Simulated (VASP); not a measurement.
# ReP2 (P6/mmm) in VASP: notebook, part 2 of 3

VASP 6.6.1.

### 3 Relaxation of cell and atoms, PBE

File INCAR:

```
SYSTEM = ReP2
  PREC = Accurate
  ENCUT = 600
  EDIFF = 1E-6
  ISMEAR = 0
  SIGMA = 0.1
  LREAL = .False.
  LASPH = .True.
  NELM = 100
  ALGO = Normal
  ISIF = 3
  LWAVE = .False.
  LCHARG = .False.
  GGA = PE
  IBRION = 2
  NSW = 100
  EDIFFG = -0.01
```

File KPOINTS:

```
Automatic mesh
0
Gamma
  12 12 18
  0 0 0
```

File POSCAR:

```
ReP2
1.0
    4.3777813418      0.0000000000      0.0000000000
   -2.1888906709      3.7912698542      0.0000000000
    0.0000000000      0.0000000000      2.6058348899
Re P
1 2
Direct
    0.0000000000      0.0000000000      0.5000000000
    0.3333333333      0.6666666667      0.5000000000
    0.6666666667      0.3333333333      0.5000000000
```

Potentials or basis: VASP PAW PBE potentials, release 64 (Re, P).

Run with:

```console
$ cat potpaw_PBE.64/Re/POTCAR potpaw_PBE.64/P/POTCAR > POTCAR
$ mpirun -np 1 vasp_std > vasp.out
```

OUTCAR:

```text
SYSTEM = ReP2
   PREC = Accurate
   ENCUT = 600
   EDIFF = 1E-6
   ISMEAR = 0
   LREAL = .False.
   LASPH = .True.
   NELM = 100
   ISIF = 3
   GGA = PE
   IBRION = 2
   NSW = 100
   EDIFFG = -0.01

 ion  position               nearest neighbor table
   1  0.000  0.000  0.500-   2 2.53   3 2.53   2 2.53   3 2.53   3 2.53   2 2.53
   2  0.333  0.667  0.500-   3 2.53   1 2.53   3 2.53   1 2.53   1 2.53   3 2.53
   3  0.667  0.333  0.500-   2 2.53   1 2.53   2 2.53   1 2.53   1 2.53   2 2.53

  LATTYP: Found a hexagonal cell.
 ALAT       =     4.3777813418
 C/A-ratio  =     0.5952409877

  Lattice vectors:

 A1 = (   4.3777813418,   0.0000000000,   0.0000000000)
 A2 = (  -2.1888906709,   3.7912698542,   0.0000000000)
 A3 = (   0.0000000000,   0.0000000000,   2.6058348899)

Analysis of symmetry for initial positions (statically):
=====================================================================
 Subroutine PRICEL returns:
 Original cell was already a primitive cell.

 Routine SETGRP: Setting up the symmetry group for a
 hexagonal supercell.

 Subroutine GETGRP returns: Found 24 space group operations
 (whereof 24 operations were pure point group operations)
 out of a pool of 24 trial point group operations.

The static configuration has the point symmetry D_6h.

Analysis of symmetry for dynamics (positions and initial velocities):
=====================================================================
 Subroutine PRICEL returns:
 Original cell was already a primitive cell.

 Routine SETGRP: Setting up the symmetry group for a
 hexagonal supercell.

 Subroutine GETGRP returns: Found 24 space group operations
 (whereof 24 operations were pure point group operations)
 out of a pool of 24 trial point group operations.

The dynamic configuration has the point symmetry D_6h.

[... 138 lines left out ...]
   NGX = 17   NGY = 17   NGZ = 11

--------------------------------------- Ionic step        1  -------------------------------------------

 number of electron      16.9999999 magnetization

 Free energy of the ion-electron system (eV)
  ---------------------------------------------------
  ext. energy  EPLUGINS =         0.00000000
  ---------------------------------------------------
  free energy    TOTEN  =       -22.41187026 eV

  energy without entropy =      -22.40492163  energy(sigma->0) =      -22.40839594

------------------------ aborting loop because EDIFF is reached ----------------------------------------

  FORCE on cell =-STRESS in cart. coord.  units (eV):
  Direction    XX          YY          ZZ          XY          YZ          ZX
  --------------------------------------------------------------------------------------
  -------------------------------------------------------------------------------------
  Total        0.5351695      0.5351695     -0.5289510      0.0000000      0.0000000      0.0000000
  in kB       19.8251393     19.8251393    -19.5947779      0.0000000      0.0000000      0.0000000
  external PRESSURE =       6.6851669 kB  Pullay stress =       0.0000000 kB
[... 135 lines left out ...]
--------------------------------------- Ionic step        5  -------------------------------------------

 number of electron      16.9999999 magnetization

 Free energy of the ion-electron system (eV)
  ---------------------------------------------------
  ext. energy  EPLUGINS =         0.00000000
  ---------------------------------------------------
  free energy    TOTEN  =       -22.41609092 eV

  energy without entropy =      -22.40829415  energy(sigma->0) =      -22.41219253

 E-fermi :   9.4268     XC(G=0): -12.1989

 val. band max:        9.4231945034   @ k =   0.1667   0.0000   0.5000
 cond. band min:       9.4291682265   @ k =   0.0833   0.0833   0.2222
 fundamental gap:      0.0059737230
 Fermi energy:         9.4267791089

 k-point     1 :       0.0000    0.0000    0.0000
  band No.  band energies     occupation
      1      -6.2598      2.00000
      2       0.5189      2.00000
      3       1.7233      2.00000
      4       1.7233      2.00000
      5       4.3367      2.00000
      6       7.3000      2.00000
      7       7.3000      2.00000
      8      10.9752      0.00000
      9      10.9752      0.00000
     10      11.8165      0.00000
     11      12.1904      0.00000
     12      12.1904      0.00000
[... 331 lines left out ...]
 k-point    24 :       0.3333    0.0000    0.0556
  band No.  band energies     occupation
      1      -5.1197      2.00000
      2      -2.3939      2.00000
      3       2.3948      2.00000
      4       3.3630      2.00000
      5       4.8678      2.00000
      6       6.1291      2.00000
      7       6.7893      2.00000
      8      10.1039      0.00000
      9      10.6853      0.00000
     10      11.6522      0.00000
     11      13.6513      0.00000
     12      13.9386      0.00000

 [... further k-points ...]

------------------------ aborting loop because EDIFF is reached ----------------------------------------

  FORCE on cell =-STRESS in cart. coord.  units (eV):
  Direction    XX          YY          ZZ          XY          YZ          ZX
  --------------------------------------------------------------------------------------
  -------------------------------------------------------------------------------------
  Total        0.0043144      0.0043144      0.0070071      0.0000000      0.0000000      0.0000000
  in kB        0.1595888      0.1595888      0.2591916      0.0000000      0.0000000      0.0000000
  external PRESSURE =       0.1927897 kB  Pullay stress =       0.0000000 kB
[... 18 lines left out ...]
  FREE ENERGIE OF THE ION-ELECTRON SYSTEM (eV)
  ---------------------------------------------------
  free  energy   TOTEN  =       -22.4160909154 eV

  energy  without entropy=      -22.4082941536  energy(sigma->0) =      -22.41219253

 reached required accuracy - stopping structural energy minimisation
```

OSZICAR:

```text
N       E                     dE             d eps       ncg     rms          rms(c)
DAV:   1     0.549093269097E+02    0.54909E+02   -0.81182E+03  7604   0.161E+03
DAV:   2    -0.188528261458E+02   -0.73762E+02   -0.68353E+02  7676   0.276E+02
DAV:   3    -0.229804189992E+02   -0.41276E+01   -0.39327E+01  7456   0.639E+01
DAV:   4    -0.231929326662E+02   -0.21251E+00   -0.20502E+00  7204   0.851E+00
[... 36 lines left out ...]
DAV:   1    -0.224165468338E+02   -0.73450E-03   -0.29637E-02  6716   0.725E+00    0.368E-01
DAV:   2    -0.224162095504E+02    0.33728E-03   -0.72870E-04  7932   0.747E-01    0.998E-02
DAV:   3    -0.224161114255E+02    0.98125E-04   -0.18412E-04  8164   0.154E-01    0.449E-02
DAV:   4    -0.224160918793E+02    0.19546E-04   -0.62431E-05  8852   0.229E-01    0.244E-02
DAV:   5    -0.224160909154E+02    0.96390E-06   -0.18232E-06  3696   0.178E-02
   5 F= -.22416091E+02 E0= -.22412193E+02  d E =-.377154E-03
```

Wall time 4.6 min (1 thread of Intel Xeon Platinum 8259CL at 2.50GHz (Skylake/Cascade Lake), shared host); peak memory 0.29 GiB.

Results:

```
Free energy                            : -22.4161 eV
Relaxed volume                         : 14.44 Å³/atom
Relaxed cell                           : a = 4.397 Å, b = 4.397 Å, c = 2.587 Å, α = 90.00°, β = 90.00°, γ = 120.00°
Space group after relaxing (to 0.05 Å) : P6/mmm (No. 191)
Energy gained by relaxing              : 1.4 meV/atom
Ionic steps                            : 5
Pressure after relaxing                : 0.0 GPa
```

The path:
```tsv
step	energy change (eV)	largest force (eV/Å)	pressure (GPa)	volume (Å³)
1	0.0000	0.0000	0.67	43.25
2	-0.0020	0.0000	-1.48	43.62
3	-0.0038	0.0000	-0.61	43.47
4	-0.0039	0.0000	0.57	43.19
5	-0.0042	0.0000	0.02	43.31
```

Final structure:
```xyz
3
Lattice="4.3972 0.0000 0.0000 -2.1986 3.8081 0.0000 0.0000 0.0000 2.5867" Properties=species:S:1:pos:R:3 pbc="T T T"
Re   -2.1986    3.8081    1.2933
P     0.0000    2.5387    1.2933
P     2.1986    1.2694    1.2933
```

Levels at points of the mesh, in eV from the Fermi level:
```csv
k point,band 5,band 6,band 7,band 8,band 9,band 10,band 11,band 12
"(0.00, 0.00, 0.00)",-5.09,-2.13,-2.13,1.55,1.55,2.39,2.76,2.76
"(0.50, 0.00, 0.00)",-4.70,-3.78,-0.10,0.69,0.85,1.46,4.74,5.10
"(0.00, 0.00, 0.50)",-4.84,-3.61,-3.61,-2.83,0.89,0.89,3.41,3.41
"(0.50, 0.00, 0.50)",-4.07,-4.03,-4.02,-2.47,-0.86,1.87,2.00,3.44
```

Caveat: spin-orbit coupling is left out, which moves the levels of the heavy elements.

(Part 2 of 3 ends here.)
